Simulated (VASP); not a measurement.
A run of VASP 6.6.1:

The input INCAR:

```
PREC     = Accurate       # precision mode
ENCUT    = 520            # plane-wave cutoff, eV
EDIFF    = 1E-6           # SCF threshold, eV
ISMEAR   = 0              # smearing method
SIGMA    = 0.02           # smearing width, eV
LREAL    = False          # projectors in reciprocal space
LASPH    = True           # aspherical terms in the spheres
NELM     = 100            # most SCF steps
ALGO     = Normal         # electronic algorithm
ISIF     = 2              # what is computed and relaxed
LWAVE    = False          # write WAVECAR
LCHARG   = False          # write CHGCAR
NBANDS   = 55             # bands
```

Contents of KPOINTS:

```
Automatic mesh
0
Gamma
  6 6 6
```

File POSCAR:

```
Ga2O3
1.0
    2.4749501546      1.4289131380      4.4353549202
   -2.4749501546      1.4289131380      4.4353549202
    0.0000000000     -2.8578262759      4.4353549202
Ga O
4 6
Direct
    0.8557741007      0.8557741007      0.8557741007
    0.6442258993      0.6442258993      0.6442258993
    0.1442258993      0.1442258993      0.1442258993
    0.3557741007      0.3557741007      0.3557741007
    0.0527748592      0.4472251408      0.7500000000
    0.7500000000      0.0527748592      0.4472251408
    0.4472251408      0.7500000000      0.0527748592
    0.9472251408      0.5527748592      0.2500000000
    0.2500000000      0.9472251408      0.5527748592
    0.5527748592      0.2500000000      0.9472251408
```

Potentials or basis: VASP PAW LDA potentials, release 64 (Ga_d, O).

The run is started by

```sh
$ cat potpaw_LDA.64/Ga_d/POTCAR potpaw_LDA.64/O/POTCAR > POTCAR
$ mpirun -np 1 vasp_std > vasp.out
```

Hardware: 1 thread of Intel Xeon 8259CL, with other jobs on the host.

**Question.** How long does it take, and how much memory?

**Answer.** Wall time 5 min on 1 thread of Intel Xeon 8259CL, on a shared host, peak memory 0.27 GiB. Counts: scf iterations 14, k points 32.
